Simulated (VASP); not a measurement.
Crystal: AlGa3P4.

```
Al Ga P
1.0
    -2.66489    2.66489    5.32978
     2.66489   -2.66489    5.32978
     2.66489    2.66489   -5.32978
Al Ga P
1 3 4
Direct
  0.50000 0.50000 0.00000
  0.00000 0.00000 0.00000
  0.25000 0.75000 0.50000
  0.75000 0.25000 0.50000
  0.12500 0.12500 0.50000
  0.37500 0.87500 0.00000
  0.62500 0.62500 0.50000
  0.87500 0.37500 0.00000
```

```yaml
Program: VASP 6.6.1
Task: relaxation of cell and atoms
Functional: PBE
Potentials_or_basis: VASP PAW PBE potentials, release 64 (Al, Ga_d, P)
Cutoff: 600 eV
k_mesh: 4 × 4 × 4
Occupations: gaussian, width 0.1 eV
Spin: no spin polarisation
```

At the start: pressure 9.4 GPa; volume 18.93 Å³/atom.

Question: How do energy, volume and symmetry change on relaxing?

Answer: Over 5 steps the energy falls by 52.4 meV/atom and the volume is 20.83 Å³/atom (+10.1 %); space group I-42m (No. 121, to 0.05 Å).

Step by step:
| step | energy change (eV) | largest force (eV/Å) | pressure (GPa) | volume (Å³) |
| --- | --- | --- | --- | --- |
| 1 | 0.0000 | 0.0326 | 9.44 | 151.40 |
| 2 | -0.2816 | 0.0594 | -4.06 | 177.17 |
| 3 | -0.4192 | 0.0458 | -0.02 | 166.94 |
| 4 | -0.4190 | 0.0456 | 0.15 | 166.62 |
| 5 | -0.4193 | 0.0198 | 0.14 | 166.62 |

Final structure:
```yaml
crystal:
  lattice:
    - [-2.75150, 2.75150, 5.50226]
    - [2.75150, -2.75150, 5.50226]
    - [2.75150, 2.75150, -5.50226]
  atoms:
    - { symbol: Al, position: [0.50000, 0.50000, 0.00000] }
    - { symbol: Ga, position: [0.00000, 0.00000, 0.00000] }
    - { symbol: Ga, position: [0.25000, 0.75000, 0.50000] }
    - { symbol: Ga, position: [0.75000, 0.25000, 0.50000] }
    - { symbol: P, position: [0.12546, 0.12546, 0.50050] }
    - { symbol: P, position: [0.37505, 0.87454, 0.00000] }
    - { symbol: P, position: [0.62495, 0.62495, 0.49950] }
    - { symbol: P, position: [0.87454, 0.37505, 0.00000] }
```
